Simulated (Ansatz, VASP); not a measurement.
## One calculation of RbCl, two programs

```
Rb Cl
1.0
     0.00000    3.27400    3.27400
     3.27400    0.00000    3.27400
     3.27400    3.27400    0.00000
Rb Cl
1 1
Direct
  0.00000 0.00000 0.00000
  0.50000 0.50000 0.50000
```

Alike in both runs: task relaxation of cell and atoms; functional r2SCAN; k mesh 6 × 6 × 6; no spin polarisation.

|  | VASP | Ansatz |
| --- | --- | --- |
| version | VASP 6.6.1 | Ansatz 0.2.0 |
| potentials or method | VASP PAW PBE potentials, release 64 (Rb_sv, Cl) | plane waves, PAW |
| plane-wave cutoff (eV) | 550 | 500 |
| occupations | gaussian, width 0.01 eV | fixed |
| valence electrons in the cell | 16 | 16 |

Ansatz gave:

* relaxed volume (Å³/atom): 36.15
* relaxed cell length with the largest relative difference (Å): 4.676

Q: Estimate VASP's values.

A: Relaxed volume (Å³/atom): 36.21; relaxed cell length with the largest relative difference (Å): 4.679.

VASP's potentials were made for PBE, not for r2SCAN.
